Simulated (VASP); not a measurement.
# SiNi (rocksalt type) (Fm-3m) in VASP: further runs

Runs on SiNi (rocksalt type). Level: PBE. Tasks: relaxation of cell and atoms.

Everything below comes from runs of VASP 6.6.1. Logs are shortened: lines on timing, memory, paths and dates and some standing lists are left out, and cuts for length are marked.

### 1 The cell of the first run

The structure is cubic, space group Fm-3m (No. 225). Conventional cell: a = 4.209 Å, b = 4.209 Å, c = 4.209 Å, α = 90.00°, β = 90.00°, γ = 90.00°. Ni (site symmetry m-3m) has 6 Si at 2.10 Å within 2.8 Å. Within 2.8 Å of Si (site symmetry m-3m) lie 6 Ni at 2.10 Å.

### 2 Relaxation of cell and atoms, PBE, target pressure 110 GPa, at which the enthalpy is minimised

INCAR

```
  ALGO = Normal
  EDIFF = 1E-7
  EDIFFG = -0.005
  ENCUT = 600
  GGA = PE
  IBRION = 2
  ISIF = 3
  ISMEAR = -1
  LASPH = T
  LCHARG = F
  LREAL = F
  LWAVE = F
  NELM = 100
  NSW = 60
  PREC = Accurate
  PSTRESS = 1100.0
  SIGMA = 0.08
```

KPOINTS

```
k-points
0
Gamma
  16 16 16
```

POSCAR

```
SiNi
1.0
    0.0000000000      2.1044042942      2.1044042942
    2.1044042942      0.0000000000      2.1044042942
    2.1044042942      2.1044042942      0.0000000000
Ni Si
1 1
Direct
    0.0000000000      0.0000000000      0.0000000000
    0.5000000000      0.5000000000      0.5000000000
```

Potentials or basis: VASP PAW PBE potentials, release 64 (Ni, Si).

The run is started by

```console
$ cat potpaw_PBE.64/Ni/POTCAR potpaw_PBE.64/Si/POTCAR > POTCAR
$ mpirun -np 1 vasp_std > vasp.out
```

OUTCAR:

```text
EDIFF = 1E-7
   EDIFFG = -0.005
   ENCUT = 600
   GGA = PE
   IBRION = 2
   ISIF = 3
   ISMEAR = -1
   LASPH = T
   LREAL = F
   NELM = 100
   NSW = 60
   PREC = Accurate
   PSTRESS = 1100.0

 ion  position               nearest neighbor table
   1  0.000  0.000  0.000-   2 2.10   2 2.10   2 2.10   2 2.10   2 2.10   2 2.10
   2  0.500  0.500  0.500-   1 2.10   1 2.10   1 2.10   1 2.10   1 2.10   1 2.10

  LATTYP: Found a face centered cubic cell.
 ALAT       =     4.2088085884

  Lattice vectors:

 A1 = (   0.0000000000,   2.1044042942,   2.1044042942)
 A2 = (   2.1044042942,   0.0000000000,   2.1044042942)
 A3 = (   2.1044042942,   2.1044042942,   0.0000000000)

Analysis of symmetry for initial positions (statically):
=====================================================================
 Subroutine PRICEL returns:
 Original cell was already a primitive cell.

 Routine SETGRP: Setting up the symmetry group for a
 face centered cubic supercell.

 Subroutine GETGRP returns: Found 48 space group operations
 (whereof 48 operations were pure point group operations)
 out of a pool of 48 trial point group operations.

The static configuration has the point symmetry O_h .

Analysis of symmetry for dynamics (positions and initial velocities):
=====================================================================
 Subroutine PRICEL returns:
 Original cell was already a primitive cell.

 Routine SETGRP: Setting up the symmetry group for a
 face centered cubic supercell.

 Subroutine GETGRP returns: Found 48 space group operations
 (whereof 48 operations were pure point group operations)
 out of a pool of 48 trial point group operations.

The dynamic configuration has the point symmetry O_h .

 Subroutine INISYM returns: Found 48 space group operations
 (whereof 48 operations are pure point group operations),
 and found     1 'primitive' translations

----------------------------------------------------------------------------------------

                                     Primitive cell

  volume of cell :      18.6388

  direct lattice vectors                    reciprocal lattice vectors
     0.000000000  2.104404294  2.104404294    -0.237596930  0.237596930  0.237596930
     2.104404294  0.000000000  2.104404294     0.237596930 -0.237596930  0.237596930
     2.104404294  2.104404294  0.000000000     0.237596930  0.237596930 -0.237596930

  length of vectors
     2.976077094  2.976077094  2.976077094     0.411529955  0.411529955  0.411529955

  position of ions in fractional coordinates (direct lattice)
     0.000000000  0.000000000  0.000000000
     0.500000000  0.500000000  0.500000000

  ion indices of the primitive-cell ions
   primitive index   ion index
                 1           1
                 2           2

----------------------------------------------------------------------------------------

 KPOINTS: k-points

Automatic generation of k-mesh.
 Grid dimensions read from file:
 generate k-points for:   16   16   16

 Generating k-lattice:

  Cartesian coordinates                     Fractional coordinates (reciprocal lattice)
    -0.014849808  0.014849808  0.014849808     0.062500000  0.000000000  0.000000000
     0.014849808 -0.014849808  0.014849808     0.000000000  0.062500000  0.000000000
     0.014849808  0.014849808 -0.014849808     0.000000000  0.000000000  0.062500000

  Length of vectors
     0.025720622  0.025720622  0.025720622

  Shift w.r.t. Gamma in fractional coordinates (k-lattice)
     0.000000000  0.000000000  0.000000000

 Subroutine IBZKPT returns following result:
 ===========================================

 Found    145 irreducible k-points:

 Following reciprocal coordinates:
            Coordinates               Weight
  0.000000  0.000000  0.000000      1.000000
  0.062500  0.000000  0.000000      8.000000
  0.125000  0.000000  0.000000      8.000000
  0.187500  0.000000  0.000000      8.000000
  0.250000  0.000000  0.000000      8.000000
  0.312500  0.000000  0.000000      8.000000
[... 16 lines left out ...]
 -0.125000  0.062500  0.000000     24.000000
 -0.062500  0.062500  0.000000     12.000000
 [... further k-points ...]
   k-points           NKPTS =    145   k-points in BZ     NKDIM =    145   number of bands    NBANDS=     11
   number of dos      NEDOS =    301   number of ions     NIONS =      2
   total plane-waves  NPLWV =  13824
   dimension x,y,z NGX =    24 NGY =   24 NGZ =   24
   dimension x,y,z NGXF=    48 NGYF=   48 NGZF=   48
   ions per type =               1   1
   NGX,Y,Z   is equivalent  to a cutoff of  13.41, 13.41, 13.41 a.u.
   NGXF,Y,Z  is equivalent  to a cutoff of  26.81, 26.81, 26.81 a.u.
 SYSTEM =  unknown system
   PREC   = accura    normal or accurate (medium, high low for compatibility)
   ISTART =      0    job   : 0-new  1-cont  2-samecut
   ICHARG =      2    charge: 1-file 2-atom 10-const
   ISPIN  =      1    spin polarized calculation?
   LNONCOLLINEAR =      F non collinear calculations
   LSORBIT =      F    spin-orbit coupling
   LASPH  =      T    aspherical Exc in radial PAW
   ENCUT  =  600.0 eV  44.10 Ry    6.64 a.u.   5.94  5.94  5.94*2*pi/ulx,y,z
   NELM   =    100;   NELMIN=  2; NELMDL= -5     # of ELM steps
   EDIFF  = 0.1E-06   stopping-criterion for ELM
   LREAL  =      F    real-space projection
   EDIFFG = -.5E-02   stopping-criterion for IOM
   NSW    =     60    number of steps for IOM
   IBRION =      2    ionic relax: 0-MD 1-quasi-New 2-CG
   NFREE  =      1    steps in history (QN), initial steepest desc. (CG)
   ISIF   =      3    stress and relaxation
   ISYM   =      2    0-nonsym 1-usesym 2-fastsym
   POTIM  = 0.5000    time-step for ionic-motion
   TEBEG  =    0.0;   TEEND  =   0.0 temperature during run
   PSTRESS= 1100.0 pullay stress
   NELECT =      14.0000    total number of electrons
   NUPDOWN=      -1.0000    fix difference up-down
   EMIN   =  10.00;   EMAX   =-10.00  energy-range for DOS
   EFERMI =   0.00;   METHOD = LEGACY
   ISMEAR =    -1;   SIGMA  =   0.08  broadening in eV -4-tet -1-fermi 0-gaus
   EFERMI_NEDOS =   21; number of points for ismear=-14 and -15
   IALGO  =     38    algorithm
   IMIX   =      4    mixing-type and parameters
     AMIX     =   0.40;   BMIX     =  1.00
     AMIX_MAG =   1.60;   BMIX_MAG =  1.00
  volume/ion in A,a.u.               =       9.32        62.89
  Fermi-wavevector in a.u.,A,eV,Ry     =   1.488144  2.812185 30.131095  2.214573
  Thomas-Fermi vector in A             =   2.601216
   LORBIT       =      0    0 simple, 1 ext, 2 COOP (PROOUT), +10 PAW based schemes
   GGA     = PE    functional components
   LHFCALC =     F    Hartree Fock is set to
   AEXX    =    0.0000 exact exchange contribution
   IVDW    =     0    specifies the selected vdW correction
   LEPSILON=     F    determine dielectric tensor
   LRPA    =     F    only Hartree local field effects (RPA)
 conjugate gradient relaxation of ions
 non-spin polarized calculation
  energy-cutoff  :      600.00
  volume of cell :       18.64
 maximum number of plane-waves:       636
   NGX = 11   NGY = 11   NGZ = 11

--------------------------------------- Ionic step        1  -------------------------------------------

 number of electron      14.0000008 magnetization

 Free energy of the ion-electron system (eV)
  ---------------------------------------------------
  ext. energy  EPLUGINS =         0.00000000
  ---------------------------------------------------
  free energy    TOTEN  =        -8.87401409 eV

  energy without entropy =       -8.85503740  energy(sigma->0) =       -8.86452575

------------------------ aborting loop because EDIFF is reached ----------------------------------------

  FORCE on cell =-STRESS in cart. coord.  units (eV):
  Direction    XX          YY          ZZ          XY          YZ          ZX
  --------------------------------------------------------------------------------------
  -------------------------------------------------------------------------------------
  Total       12.8695094     12.8695094     12.8695094      0.0000000      0.0000000     -0.0000000
  in kB     1106.2544737   1106.2544737   1106.2544737      0.0000000      0.0000000     -0.0000000
  external PRESSURE =       6.2544737 kB  Pullay stress =    1100.0000000 kB
[... 61 lines left out ...]
  enthalpy is  TOTEN    =         3.9232500412 eV   P V=       12.8642451391

--------------------------------------- Ionic step        3  -------------------------------------------

 number of electron      14.0000008 magnetization

 Free energy of the ion-electron system (eV)
  ---------------------------------------------------
  ext. energy  EPLUGINS =         0.00000000
  ---------------------------------------------------
  free energy    TOTEN  =        -8.88813752 eV

  energy without entropy =       -8.86913423  energy(sigma->0) =       -8.87863588

 E-fermi :  14.7298     XC(G=0): -13.5459

 val. band max:       14.7073999102   @ k =  -0.4375   0.3125   0.0000
 cond. band min:      14.7373211621   @ k =   0.5000   0.3750   0.1250
 fundamental gap:      0.0299212520
 Fermi energy:        14.7297781250

 k-point     1 :       0.0000    0.0000    0.0000
  band No.  band energies     occupation
      1      -0.5834      2.00000
      2      10.3753      2.00000
      3      10.3753      2.00000
      4      10.3753      2.00000
      5      10.5401      2.00000
      6      10.5401      2.00000
      7      20.4595      0.00000
      8      20.4595      0.00000
      9      20.4595      0.00000
     10      26.1055      0.00000
     11      26.1055      0.00000
[... 309 lines left out ...]
 k-point    24 :      -0.0625    0.0625    0.0000
  band No.  band energies     occupation
      1      -0.3163      2.00000
      2      10.2212      2.00000
      3      10.3451      2.00000
      4      10.4095      2.00000
      5      10.4532      2.00000
      6      10.5997      2.00000
      7      19.5221      0.00000
      8      19.8431      0.00000
      9      20.8890      0.00000
     10      24.9185      0.00000
     11      26.2089      0.00000

 [... further k-points ...]

------------------------ aborting loop because EDIFF is reached ----------------------------------------

  FORCE on cell =-STRESS in cart. coord.  units (eV):
  Direction    XX          YY          ZZ          XY          YZ          ZX
  --------------------------------------------------------------------------------------
  -------------------------------------------------------------------------------------
  Total       12.8137734     12.8137734     12.8137734      0.0000000     -0.0000000      0.0000000
  in kB     1100.2524274   1100.2524274   1100.2524274      0.0000000     -0.0000000      0.0000000
  external PRESSURE =       0.2524274 kB  Pullay stress =    1100.0000000 kB
[... 17 lines left out ...]
  FREE ENERGIE OF THE ION-ELECTRON SYSTEM (eV)
  ---------------------------------------------------
  free  energy   TOTEN  =        -8.8881375233 eV

  energy  without entropy=       -8.8691342279  energy(sigma->0) =       -8.87863588

  enthalpy is  TOTEN    =         3.9226960213 eV   P V=       12.8108335447

 reached required accuracy - stopping structural energy minimisation
```

Wall time 47 s (1 thread of Intel Xeon Platinum 8375C at 2.90GHz (Ice Lake), shared host); peak memory 0.17 GiB.

What came out:

```
Free energy                                                : -8.8881 eV
Relaxed volume                                             : 9.33 Å³/atom
Relaxed cell                                               : a = 2.977 Å, b = 2.977 Å, c = 2.977 Å, α = 60.00°, β = 60.00°, γ = 60.00°
Space group after relaxing (to 0.1 Å)                      : Fm-3m (No. 225)
Energy change on relaxing (the run minimises the enthalpy) : -7.1 meV/atom
Ionic steps                                                : 3
Pressure after relaxing                                    : 110.0 GPa
Band gap on the k mesh                                     : zero (bands 7 and 8 overlap by 7.45 eV)
```

Step by step:
```csv
step,energy change (eV),largest force (eV/Å),pressure (GPa),volume (Å³)
1,0.0000,0.0000,110.63,18.64
2,-0.0670,0.0000,107.75,18.74
3,-0.0141,0.0000,110.03,18.66
```

Final structure:
```
Ni Si
1.0
     0.00000    2.10518    2.10518
     2.10518    0.00000    2.10518
     2.10518    2.10518    0.00000
Ni Si
1 1
Direct
  0.00000 0.00000 0.00000
  0.50000 0.50000 0.50000
```

Caveat: the cell is relaxed towards a set pressure, so the run minimises the enthalpy, not the energy. Spin polarisation is off, so any magnetic state and its effect on volume and gap are missing.

### 3 Relaxation of cell and atoms, PBE, target pressure 110 GPa, at which the enthalpy is minimised

INCAR

```
ALGO = Normal ; EDIFF = 1E-6
EDIFFG = -0.005 ; ENCUT = 600
GGA = PE ; IBRION = 2
ISIF = 3 ; ISMEAR = -1
LASPH = True ; LCHARG = False
LREAL = False ; LWAVE = False
NELM = 80 ; NSW = 32
PREC = Accurate ; PSTRESS = 1100.0
SIGMA = 0.08
```

KPOINTS is that of step 2.

POSCAR

```
SiNi
1.0
    0.0000000000      2.1052999956      2.1052999956
    2.1052999956      0.0000000000      2.1052999956
    2.1052999956      2.1052999956      0.0000000000
Ni Si
1 1
Direct
    0.0000000000      0.0000000000      0.0000000000
    0.5000000000      0.5000000000      0.5000000000
```

Potentials or basis: VASP PAW PBE potentials, release 64 (Ni, Si).

The run is started by

```console
$ cat potpaw_PBE.64/Ni/POTCAR potpaw_PBE.64/Si/POTCAR > POTCAR
$ mpirun -np 1 vasp_std > vasp.out
```

Wall time 20 s (1 thread of Intel Xeon Platinum 8375C at 2.90GHz (Ice Lake), shared host); peak memory 0.17 GiB.

It converged, with:

| Property | Result |
| --- | --- |
| Free energy | -8.8904 eV |
| Pressure after relaxing | 109.9 GPa |
| Band gap on the k mesh | zero (bands 7 and 8 overlap by 7.45 eV) |

Final structure:
```cif
data_structure
_symmetry_space_group_name_H-M 'P 1'
_symmetry_Int_Tables_number 1
_cell_length_a 2.9773
_cell_length_b 2.9773
_cell_length_c 2.9773
_cell_angle_alpha 60.000
_cell_angle_beta 60.000
_cell_angle_gamma 60.000
_cell_volume 18.66
loop_
_atom_site_label
_atom_site_type_symbol
_atom_site_fract_x
_atom_site_fract_y
_atom_site_fract_z
_atom_site_occupancy
Ni1 Ni 0.00000 0.00000 0.00000 1
Si1 Si 0.50000 0.50000 0.50000 1
```

Levels at points of the mesh, in eV from the Fermi level:
```
           k point  band 4  band 5  band 6  band 7  band 8  band 9  band 10  band 11
(0.00, 0.00, 0.00)   -4.35   -4.19   -4.19    5.73    5.73    5.73    11.38    11.38
(0.50, 0.00, 0.00)   -5.27   -2.97   -2.97   -1.81    6.74    6.74     7.91     7.97
(0.50, 0.50, 0.00)   -3.58   -2.66   -2.66   -0.98   -0.43   -0.43     6.37     6.76
```

Caveat: the relaxation stopped at its first step, so nothing moved; the cell is relaxed towards a set pressure, so the run minimises the enthalpy, not the energy.

[end of part 1 of 2]

The gap in the log of VASP goes by the Fermi energy; the results here count the filled bands.